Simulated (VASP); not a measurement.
# Sn in VASP: further runs

The runs below take Sn through single point, with PBE.

Everything below comes from runs of VASP 6.6.1. Logs are shortened: lines on timing, memory, paths and dates and some standing lists are left out, and cuts for length are marked.

## Step 1: The cell of the first run

Symmetry: I4_1/amd, No. 141, tetragonal system. The conventional cell has a = 4.498 Å, b = 4.498 Å, c = 6.491 Å, α = 90.00°, β = 90.00°, γ = 90.00°. Within 3.7 Å of Sn (site symmetry -4m2) lie 4 Sn at 2.77 Å.

## Step 2: Single point, PBE (equal xx and yy strain of -2 %)

Input file INCAR:

```
PREC = Accurate ; ENCUT = 520
EDIFF = 1E-6 ; ISMEAR = -1
SIGMA = 0.03 ; LREAL = False
LASPH = True ; NELM = 80
ALGO = Normal ; ISIF = 2
LWAVE = False ; LCHARG = False
GGA = PE ; NBANDS = 21
```

Input file KPOINTS:

```
Automatic mesh
0
Gamma
  9 9 9
```

Input file POSCAR:

```
Sn
1.0
    0.0000000000      3.1806880000      3.2456000000
    3.1806880000      0.0000000000      3.2456000000
    3.1806880000      3.1806880000      0.0000000000
Sn
2
Direct
    0.5000000000      0.5000000000      0.5000000000
    0.7500000000      0.7500000000      0.7500000000
```

Potentials or basis: VASP PAW PBE potentials, release 64 (Sn_d).

Command:

```sh
$ cat potpaw_PBE.64/Sn_d/POTCAR > POTCAR
$ mpirun -np 1 vasp_std > vasp.out
```

OUTCAR:

```text
PREC = Accurate
   ENCUT = 520
   EDIFF = 1E-6
   ISMEAR = -1
   LREAL = False
   LASPH = True
   NELM = 80
   ISIF = 2
   GGA = PE

 ion  position               nearest neighbor table
   1  0.500  0.500  0.500-   2 2.77   2 2.77   2 2.77   2 2.77
   2  0.750  0.750  0.750-   1 2.77   1 2.77   1 2.77   1 2.77

  LATTYP: Found a body centered tetragonal cell.
 ALAT       =     4.4981721073
 C/A-ratio  =     1.4430750636

  Lattice vectors:

 A1 = (  -3.1806880000,   0.0000000000,   3.2456000000)
 A2 = (   3.1806880000,   0.0000000000,   3.2456000000)
 A3 = (   0.0000000000,   3.1806880000,  -3.2456000000)

Analysis of symmetry for initial positions (statically):
=====================================================================
 Subroutine PRICEL returns:
 Original cell was already a primitive cell.

 Routine SETGRP: Setting up the symmetry group for a
 body centered tetragonal supercell.

 Subroutine GETGRP returns: Found 16 space group operations
 (whereof  8 operations were pure point group operations)
 out of a pool of 16 trial point group operations.

The static configuration has the point symmetry D_2d.
 The point group associated with its full space group is D_4h.

Analysis of symmetry for dynamics (positions and initial velocities):
=====================================================================
 Subroutine PRICEL returns:
 Original cell was already a primitive cell.

 Routine SETGRP: Setting up the symmetry group for a
 body centered tetragonal supercell.

 Subroutine GETGRP returns: Found 16 space group operations
 (whereof  8 operations were pure point group operations)
 out of a pool of 16 trial point group operations.

The dynamic configuration has the point symmetry D_2d.
 The point group associated with its full space group is D_4h.

 Subroutine INISYM returns: Found 16 space group operations
 (whereof  8 operations are pure point group operations),
 and found     1 'primitive' translations

----------------------------------------------------------------------------------------

                                     Primitive cell

  volume of cell :      65.6700

  direct lattice vectors                    reciprocal lattice vectors
     0.000000000  3.180688000  3.245600000    -0.157198694  0.157198694  0.154054720
     3.180688000  0.000000000  3.245600000     0.157198694 -0.157198694  0.154054720
     3.180688000  3.180688000  0.000000000     0.157198694  0.157198694 -0.154054720

  length of vectors
     4.544303633  4.544303633  4.498172107     0.270473133  0.270473133  0.270473133

  position of ions in fractional coordinates (direct lattice)
     0.500000000  0.500000000  0.500000000
     0.750000000  0.750000000  0.750000000

  ion indices of the primitive-cell ions
   primitive index   ion index
                 1           1
                 2           2

----------------------------------------------------------------------------------------

 KPOINTS: Automatic mesh

Automatic generation of k-mesh.
 Grid dimensions read from file:
 generate k-points for:    9    9    9

 Generating k-lattice:

  Cartesian coordinates                     Fractional coordinates (reciprocal lattice)
    -0.017466522  0.017466522  0.017117191     0.111111111  0.000000000  0.000000000
     0.017466522 -0.017466522  0.017117191     0.000000000  0.111111111  0.000000000
     0.017466522  0.017466522 -0.017117191    -0.000000000 -0.000000000  0.111111111

  Length of vectors
     0.030052570  0.030052570  0.030052570

  Shift w.r.t. Gamma in fractional coordinates (k-lattice)
     0.000000000  0.000000000  0.000000000

 Subroutine IBZKPT returns following result:
 ===========================================

 Found     75 irreducible k-points:

 Following reciprocal coordinates:
            Coordinates               Weight
  0.000000  0.000000  0.000000      1.000000
  0.111111 -0.000000  0.000000      8.000000
  0.222222  0.000000  0.000000      8.000000
  0.333333  0.000000  0.000000      8.000000
  0.444444  0.000000  0.000000      8.000000
  0.111111  0.111111  0.000000      2.000000
[... 16 lines left out ...]
 -0.333333  0.333333  0.000000      4.000000
  0.444444  0.444444  0.000000      2.000000
 [... further k-points ...]
   k-points           NKPTS =     75   k-points in BZ     NKDIM =     75   number of bands    NBANDS=     21
   number of dos      NEDOS =    301   number of ions     NIONS =      2
   total plane-waves  NPLWV =  46656
   dimension x,y,z NGX =    36 NGY =   36 NGZ =   36
   dimension x,y,z NGXF=    72 NGYF=   72 NGZF=   72
   ions per type =               2
   NGX,Y,Z   is equivalent  to a cutoff of  13.17, 13.17, 13.31 a.u.
   NGXF,Y,Z  is equivalent  to a cutoff of  26.34, 26.34, 26.61 a.u.
 SYSTEM =  unknown system
   PREC   = accura    normal or accurate (medium, high low for compatibility)
   ISTART =      0    job   : 0-new  1-cont  2-samecut
   ICHARG =      2    charge: 1-file 2-atom 10-const
   ISPIN  =      1    spin polarized calculation?
   LNONCOLLINEAR =      F non collinear calculations
   LSORBIT =      F    spin-orbit coupling
   LASPH  =      T    aspherical Exc in radial PAW
   ENCUT  =  520.0 eV  38.22 Ry    6.18 a.u.   8.45  8.45  8.36*2*pi/ulx,y,z
   NELM   =     80;   NELMIN=  2; NELMDL= -5     # of ELM steps
   EDIFF  = 0.1E-05   stopping-criterion for ELM
   LREAL  =      F    real-space projection
   EDIFFG = 0.1E-04   stopping-criterion for IOM
   NSW    =      0    number of steps for IOM
   IBRION =     -1    ionic relax: 0-MD 1-quasi-New 2-CG
   NFREE  =      0    steps in history (QN), initial steepest desc. (CG)
   ISIF   =      2    stress and relaxation
   ISYM   =      2    0-nonsym 1-usesym 2-fastsym
   POTIM  = 0.5000    time-step for ionic-motion
   TEBEG  =    0.0;   TEEND  =   0.0 temperature during run
   PSTRESS=    0.0 pullay stress
   NELECT =      28.0000    total number of electrons
   NUPDOWN=      -1.0000    fix difference up-down
   EMIN   =  10.00;   EMAX   =-10.00  energy-range for DOS
   EFERMI =   0.00;   METHOD = LEGACY
   ISMEAR =    -1;   SIGMA  =   0.03  broadening in eV -4-tet -1-fermi 0-gaus
   EFERMI_NEDOS =   21; number of points for ismear=-14 and -15
   IALGO  =     38    algorithm
   IMIX   =      4    mixing-type and parameters
     AMIX     =   0.40;   BMIX     =  1.00
     AMIX_MAG =   1.60;   BMIX_MAG =  1.00
  volume/ion in A,a.u.               =      32.84       221.58
  Fermi-wavevector in a.u.,A,eV,Ry     =   1.232173  2.328470 20.657060  1.518251
  Thomas-Fermi vector in A             =   2.366954
   LORBIT       =      0    0 simple, 1 ext, 2 COOP (PROOUT), +10 PAW based schemes
   GGA     = PE    functional components
   LHFCALC =     F    Hartree Fock is set to
   AEXX    =    0.0000 exact exchange contribution
   IVDW    =     0    specifies the selected vdW correction
   LEPSILON=     F    determine dielectric tensor
   LRPA    =     F    only Hartree local field effects (RPA)
 non-spin polarized calculation
  energy-cutoff  :      520.00
  volume of cell :       65.67
 maximum number of plane-waves:      1809
 NGX is ok and might be reduce to    36
   NGX = 17   NGY = 17   NGZ = 17

 number of electron      28.0000010 magnetization

 Free energy of the ion-electron system (eV)
  ---------------------------------------------------
  ext. energy  EPLUGINS =         0.00000000
  ---------------------------------------------------
  free energy    TOTEN  =        -7.56579539 eV

  energy without entropy =       -7.56540976  energy(sigma->0) =       -7.56560257

 E-fermi :   6.1088     XC(G=0):  -9.0504

 val. band max:        6.0653718780   @ k =   0.0000   0.0000   0.0000
 cond. band min:       6.1613164883   @ k =   0.4444   0.0000   0.0000
 fundamental gap:      0.0959446102
 Fermi energy:         6.1088241794

 k-point     1 :       0.0000    0.0000    0.0000
  band No.  band energies     occupation
      1     -15.6984      2.00000
      2     -15.6984      2.00000
      3     -15.6893      2.00000
      4     -15.6320      2.00000
      5     -15.6283      2.00000
      6     -15.2961      2.00000
[... 13 lines left out ...]
     20      13.9499      0.00000
     21      14.1904      0.00000

 k-point     2 :       0.1111   -0.0000    0.0000
  band No.  band energies     occupation
      1     -15.7084      2.00000
      2     -15.7035      2.00000
      3     -15.6914      2.00000
      4     -15.6173      2.00000
      5     -15.6145      2.00000
      6     -15.3097      2.00000
[... 13 lines left out ...]
     20      13.1531      0.00000
     21      13.3943      0.00000

 k-point     3 :       0.2222    0.0000    0.0000
  band No.  band energies     occupation
      1     -15.7242      2.00000
      2     -15.7174      2.00000
      3     -15.6840      2.00000
      4     -15.5920      2.00000
      5     -15.5903      2.00000
      6     -15.3309      2.00000
[... 13 lines left out ...]
     20      12.9041      0.00000
     21      12.9972      0.00000

 k-point     4 :       0.3333    0.0000    0.0000
  band No.  band energies     occupation
      1     -15.7349      2.00000
      2     -15.7265      2.00000
      3     -15.6744      2.00000
      4     -15.5726      2.00000
      5     -15.5718      2.00000
      6     -15.3462      2.00000
[... 13 lines left out ...]
     20      13.4571      0.00000
     21      13.4929      0.00000

 k-point     5 :       0.4444    0.0000    0.0000
  band No.  band energies     occupation
      1     -15.7396      2.00000
      2     -15.7301      2.00000
      3     -15.6678      2.00000
      4     -15.5637      2.00000
      5     -15.5634      2.00000
      6     -15.3525      2.00000
[... 13 lines left out ...]
     20      14.5580      0.00000
     21      14.7007      0.00000
[... 382 lines left out ...]
     20      15.5981      0.00000
     21      16.0254      0.00000

 k-point    22 :      -0.4444    0.3333    0.0000
  band No.  band energies     occupation
      1     -15.7752      2.00000
      2     -15.7568      2.00000
      3     -15.6183      2.00000
      4     -15.5221      2.00000
      5     -15.4861      2.00000
      6     -15.4341      2.00000
[... 13 lines left out ...]
     20      14.7810      0.00000
     21      16.4889      0.00000

 k-point    23 :      -0.3333    0.3333    0.0000
  band No.  band energies     occupation
      1     -15.7777      2.00000
      2     -15.7576      2.00000
      3     -15.6094      2.00000
      4     -15.4827      2.00000
      5     -15.4826      2.00000
      6     -15.4686      2.00000
[... 13 lines left out ...]
     20      13.5430      0.00000
     21      16.6779      0.00000

 k-point    24 :       0.4444    0.4444    0.0000
  band No.  band energies     occupation
      1     -15.7564      2.00000
      2     -15.7564      2.00000
      3     -15.6415      2.00000
      4     -15.5772      2.00000
      5     -15.4815      2.00000
      6     -15.4205      2.00000
[... 13 lines left out ...]
     20      16.1838      0.00000
     21      16.4658      0.00000

 [... further k-points ...]

------------------------ aborting loop because EDIFF is reached ----------------------------------------

  FORCE on cell =-STRESS in cart. coord.  units (eV):
  Direction    XX          YY          ZZ          XY          YZ          ZX
  --------------------------------------------------------------------------------------
  -------------------------------------------------------------------------------------
  Total        2.2874421      2.2874421      2.0342227      0.0000000      0.0000000     -0.0000000
  in kB       55.8076279     55.8076279     49.6297334      0.0000000      0.0000000     -0.0000000
  external PRESSURE =      53.7483297 kB  Pullay stress =       0.0000000 kB

 VOLUME and BASIS-vectors are now :
 -----------------------------------------------------------------------------
  energy-cutoff  :      520.00
  volume of cell :       65.67
      direct lattice vectors                 reciprocal lattice vectors
     0.000000000  3.180688000  3.245600000    -0.157198694  0.157198694  0.154054720
     3.180688000  0.000000000  3.245600000     0.157198694 -0.157198694  0.154054720
     3.180688000  3.180688000  0.000000000     0.157198694  0.157198694 -0.154054720

 POSITION                                       TOTAL-FORCE (eV/Angst)
 -----------------------------------------------------------------------------------
      3.18069      3.18069      3.24560        -0.000000     -0.000000      0.000000
      4.77103      4.77103      4.86840         0.000000      0.000000     -0.000000
 -----------------------------------------------------------------------------------
    total drift:                                0.000000      0.000000      0.000000

  FREE ENERGIE OF THE ION-ELECTRON SYSTEM (eV)
  ---------------------------------------------------
  free  energy   TOTEN  =        -7.5657953865 eV

  energy  without entropy=       -7.5654097606  energy(sigma->0) =       -7.56560257
```

Run time: 48 s. Hardware: 1 thread of Intel Xeon 6975P-C (Granite Rapids), shared host; peak memory 0.24 GiB.

Results:

```yaml
Free_energy: -7.5658 eV
Pressure: 5.4 GPa
Band_gap_on_the_k_mesh: zero (bands 14 and 15 overlap by 0.05 eV)
```

Levels at points of the mesh, in eV from the Fermi level:
```tsv
k point	band 11	band 12	band 13	band 14	band 15	band 16	band 17	band 18
(0.00, 0.00, 0.00)	-10.91	-0.40	-0.04	0.10	0.10	2.10	2.10	2.18
```

Caveat: the cell differs from its parent crystal (equal xx and yy strain of -2 %); the cell stands under pressure; spin-orbit coupling is left out, which moves the levels of the heavy elements.

## Step 3: Single point, PBE (equal xy, yz and zx shear strains of -3 %)

Input file INCAR:

```
PREC     = Accurate       # precision mode
ENCUT    = 520            # plane-wave cutoff, eV
EDIFF    = 1E-6           # SCF threshold, eV
ISMEAR   = -1             # smearing method
SIGMA    = 0.03           # smearing width, eV
LREAL    = F              # projectors in reciprocal space
LASPH    = T              # aspherical terms in the spheres
NELM     = 80             # most SCF steps
ALGO     = Normal         # electronic algorithm
ISIF     = 2              # what is computed and relaxed
LWAVE    = F              # write WAVECAR
LCHARG   = F              # write CHGCAR
GGA      = PE             # functional
NBANDS   = 21             # bands
```

Input file KPOINTS:

```
regular mesh
0
Gamma
  9 9 9
```

Input file POSCAR:

```
Sn
1.0
   -0.0973680000      3.1969160000      3.1969160000
    3.1969160000     -0.0973680000      3.1969160000
    3.1969160000      3.1969160000     -0.0973680000
Sn
2
Direct
    0.5000000000      0.5000000000      0.5000000000
    0.7500000000      0.7500000000      0.7500000000
```

Potentials or basis: VASP PAW PBE potentials, release 64 (Sn_d).

Command:

```sh
$ cat potpaw_PBE.64/Sn_d/POTCAR > POTCAR
$ mpirun -np 1 vasp_std > vasp.out
```

OUTCAR:

```text
PREC = Accurate
   ENCUT = 520
   EDIFF = 1E-6
   ISMEAR = -1
   LREAL = F
   LASPH = T
   NELM = 80
   ISIF = 2
   GGA = PE

 ion  position               nearest neighbor table
   1  0.500  0.500  0.500-   2 2.73   2 2.84   2 2.84   2 2.84
   2  0.750  0.750  0.750-   1 2.73   1 2.84   1 2.84   1 2.84

  LATTYP: Found a trigonal (rhomboedric) cell.
 ALAT       =     4.5221703141
 COS(alpha) =     0.4693254694

  Lattice vectors:

 A1 = (  -0.0973680000,   3.1969160000,   3.1969160000)
 A2 = (   3.1969160000,  -0.0973680000,   3.1969160000)
 A3 = (   3.1969160000,   3.1969160000,  -0.0973680000)

Analysis of symmetry for initial positions (statically):
=====================================================================
 Subroutine PRICEL returns:
 Original cell was already a primitive cell.

 Routine SETGRP: Setting up the symmetry group for a
 trigonal (rhombohedral) supercell.

 Subroutine GETGRP returns: Found 12 space group operations
 (whereof  6 operations were pure point group operations)
[... 160 lines left out ...]
  ext. energy  EPLUGINS =         0.00000000
  ---------------------------------------------------
  free energy    TOTEN  =        -7.60623593 eV

  energy without entropy =       -7.60571505  energy(sigma->0) =       -7.60597549

 E-fermi :   5.5811     XC(G=0):  -8.8750

 val. band max:        5.5718120069   @ k =   0.3333   0.3333   0.3333
 cond. band min:       5.7146872254   @ k =   0.0000   0.0000   0.0000
 fundamental gap:      0.1428752185
 Fermi energy:         5.5810978418

 k-point     1 :       0.0000    0.0000    0.0000
  band No.  band energies     occupation
      1     -16.1059      2.00000
      2     -16.0209      2.00000
      3     -16.0209      2.00000
      4     -15.9899      2.00000
      5     -15.9899      2.00000
      6     -15.6997      2.00000
[... 565 lines left out ...]
     20      15.5359      0.00000
     21      15.8110      0.00000

 [... further k-points ...]

------------------------ aborting loop because EDIFF is reached ----------------------------------------

  FORCE on cell =-STRESS in cart. coord.  units (eV):
  Direction    XX          YY          ZZ          XY          YZ          ZX
  --------------------------------------------------------------------------------------
  -------------------------------------------------------------------------------------
  Total        1.4352665      1.4352665      1.4352665      0.7388516      0.7388516      0.7388516
  in kB       33.6530425     33.6530425     33.6530425     17.3240338     17.3240338     17.3240338
  external PRESSURE =      33.6530425 kB  Pullay stress =       0.0000000 kB

 VOLUME and BASIS-vectors are now :
 -----------------------------------------------------------------------------
  energy-cutoff  :      520.00
  volume of cell :       68.33
      direct lattice vectors                 reciprocal lattice vectors
    -0.097368000  3.196916000  3.196916000    -0.149430966  0.154125133  0.154125133
     3.196916000 -0.097368000  3.196916000     0.154125133 -0.149430966  0.154125133
     3.196916000  3.196916000 -0.097368000     0.154125133  0.154125133 -0.149430966

 POSITION                                       TOTAL-FORCE (eV/Angst)
 -----------------------------------------------------------------------------------
      3.14823      3.14823      3.14823        -0.338949     -0.338949     -0.338949
      4.72235      4.72235      4.72235         0.338949      0.338949      0.338949
 -----------------------------------------------------------------------------------
    total drift:                                0.000000      0.000000      0.000000

  FREE ENERGIE OF THE ION-ELECTRON SYSTEM (eV)
  ---------------------------------------------------
  free  energy   TOTEN  =        -7.6062359346 eV

  energy  without entropy=       -7.6057150524  energy(sigma->0) =       -7.60597549
```

Run time: 37 s. Hardware: 1 thread of Intel Xeon 6975P-C (Granite Rapids), shared host; peak memory 0.25 GiB.

What came out:

| Quantity | Value |
| --- | --- |
| Free energy | -7.6062 eV |
| Pressure | 3.4 GPa |
| Largest force | 0.587 eV/Å |
| Band gap on the k mesh | zero (bands 14 and 15 overlap by 0.32 eV) |

Forces in eV/Å, atoms in the order of the input:
```
Sn  -0.339 -0.339 -0.339
Sn   0.339  0.339  0.339
```

Caveat: the cell differs from its parent crystal (equal xy, yz and zx shear strains of -3 %); the cell stands under pressure; spin-orbit coupling is left out, which moves the levels of the heavy elements.

[end of part 1 of 2]
